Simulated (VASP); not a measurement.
Wanted: the native input for a VASP 6.6.1 run.

| Quantity | Value |
| --- | --- |
| Task | single point |
| Functional | LDA |
| Potentials or basis | VASP PAW PBE potentials, release 64 (Lu, Si) |
| Cutoff | 520 eV |
| k mesh | 6 × 6 × 6 |
| Occupations | fermi-dirac, width 0.05 eV |
| Spin | no spin polarisation |
| Dipole correction | no |
| Further INCAR settings | ALGO = Normal; EDIFF = 1e-07; NBANDS = 24 |

The structure of LuSi2 lies in POSCAR:

```
LuSi2
1.0
    4.0369672687      0.0000000000      0.0000000000
   -2.0184836343      3.4961162089      0.0000000000
    0.0000000000      0.0000000000      3.6841635765
Lu Si
1 2
Direct
    0.0000000000      0.0000000000      0.0000000000
    0.3333333333      0.6666666667      0.5000000000
    0.6666666667      0.3333333333      0.5000000000
```

The input as run:

INCAR

```
SYSTEM = LuSi2
PREC = Accurate
ENCUT = 520
EDIFF = 1E-7
ISMEAR = -1
SIGMA = 0.05
LREAL = .FALSE.
LASPH = .TRUE.
NELM = 80
ALGO = Normal
ISIF = 2
LWAVE = .FALSE.
LCHARG = .TRUE.
GGA = CA
LELF = .TRUE.
LVHAR = .TRUE.
NBANDS = 24
```

KPOINTS

```
regular mesh
0
G
  6 6 6
  0 0 0
```

Potentials or basis: VASP PAW PBE potentials, release 64 (Lu, Si).

Launch:

```console
$ cat potpaw_PBE.64/Lu/POTCAR potpaw_PBE.64/Si/POTCAR > POTCAR
$ mpirun -np 1 vasp_std > vasp.out
```

Results of the run:

* Pressure: -1.2 GPa

Caveat: the PAW data sets were made with another functional, which shifts forces and pressure a little.

It took 20 s on 1 thread of Intel(R) Xeon(R) 6975P-C (Granite Rapids) (shared host), peak memory 0.18 GiB.
